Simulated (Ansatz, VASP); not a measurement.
## Ge in VASP and in Ansatz

File INCAR:

```
PREC = Accurate
ENCUT = 520
EDIFF = 1E-6
ISMEAR = 0
SIGMA = 0.15
LREAL = F
LASPH = T
NELM = 60
ALGO = Normal
ISIF = 2
LWAVE = F
LCHARG = F
GGA = PS
NBANDS = 21
```

KPOINTS

```
Automatic mesh
0
Gamma
  20 20 20
```

The input POSCAR:

```
Ge
1.0
   -2.5707749400      2.7303888900      1.4800554100
    2.5707749400     -2.7303888900      1.4800554100
    2.5707749400      2.7303888900     -1.4800554100
Ge
2
Direct
    0.1859430000      0.9359430000      0.2500000000
    0.8140570000      0.0640570000      0.7500000000
```

Input for Ansatz:

```yaml
crystal:
  lattice:
    - [-2.57077494, 2.73038889, 1.48005541]
    - [2.57077494, -2.73038889, 1.48005541]
    - [2.57077494, 2.73038889, -1.48005541]
  atoms:
    - { symbol: Ge, position: [0.185943, 0.935943, 0.25] }
    - { symbol: Ge, position: [0.814057, 0.064057, 0.75] }
basis:
  ecutwfc: 420
kpoints:
  mp_grid: { grid: [20, 20, 20] }
hamiltonian:
  xc: pbesol
scf:
  occupations: { method: gaussian, width: 0.15 }
output:
  forces: true
  stress: true
  eigenvalues: true
```

Change from the starting cell: strain +0.030 along x and y, +0.030 along z, atoms carried along.

Alike in both runs: task single point; functional PBEsol; k mesh 20 × 20 × 20; occupations gaussian, width 0.15 eV; no spin polarisation.

|  | VASP | Ansatz |
| --- | --- | --- |
| version | VASP 6.6.1 | Ansatz 0.2.0 |
| potentials or method | VASP PAW PBE potentials, release 64 (Ge_d), cutoff 520 eV | scalar-relativistic, plane waves, PAW |
| valence electrons in the cell | 28 | 28 |

VASP gave:

| Property | Result |
| --- | --- |
| gap on the k mesh at the Fermi level (eV) | none |
| pressure (GPa) | -7.4 |
| traceless stress, the component that is largest in VASP (GPa) | -0.43 |
| rms of the force components (eV/Å) | 0.028 |

**Question.** What did Ansatz give for the same quantities?

**Answer.** gap on the k mesh at the Fermi level (eV): none; pressure (GPa): -7.3; traceless stress, the component that is largest in VASP (GPa): -0.41; rms of the force components (eV/Å): 0.027.

VASP's potentials were made for PBE, not for PBEsol. Atom by atom the forces differ by 0.000 eV/Å (rms over components). A gap of «none» marks a metal or a gap that the smearing closes.
